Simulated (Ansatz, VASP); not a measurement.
Te6Mo3H in VASP and in Ansatz

```xyz
10
Lattice="3.4334 0.0000 0.0000 -1.7167 2.9734 0.0000 0.0000 0.0000 20.7704" Properties=species:S:1:pos:R:3 pbc="T T T"
Te    0.0000    0.0000   18.9546
Te    0.0000    1.9823   12.2916
Te    0.0000    1.9823    4.8459
Te    0.0000    1.9823   15.9246
Te    0.0000    1.9823    8.4789
Te    0.0000    0.0000    1.8158
Mo    0.0000    0.0000   14.1063
Mo    0.0000    0.0000    6.6642
Mo    0.0000    1.9823    0.0000
H     0.5806    1.1612    1.7795
```

Alike in both runs: task single point; functional PBEsol; dispersion D3(BJ); k mesh 9 × 9 × 2; occupations gaussian, width 0.05 eV; no spin polarisation.

|  | VASP | Ansatz |
| --- | --- | --- |
| version | VASP 6.6.1 | Ansatz 0.2.0 |
| potentials or method | VASP PAW PBE potentials, release 64 (Te, Mo_sv, H), cutoff 400 eV | scalar-relativistic, plane waves, PAW |
| valence electrons in the cell | 79 | 139 |

Ansatz gave:

```
gap on the k mesh at the Fermi level (eV)                     : none
pressure (GPa)                                                : 7.3
traceless stress, the component that is largest in VASP (GPa) : 7.30
rms of the force components (eV/Å)                            : 3.692
```

Estimate VASP's values.

gap on the k mesh at the Fermi level (eV): none; pressure (GPa): 7.2; traceless stress, the component that is largest in VASP (GPa): 7.33; rms of the force components (eV/Å): 3.729.

VASP's potentials were made for PBE, not for PBEsol, and Ansatz warns of the same on its side. Atom by atom the forces differ by 0.039 eV/Å (rms over components). A gap of «none» marks a metal or a gap that the smearing closes. VASP's potentials hold 79 valence electrons a cell and Ansatz's 139, so a difference there can come from the potentials and not from the codes.

Spin-orbit coupling is off throughout.
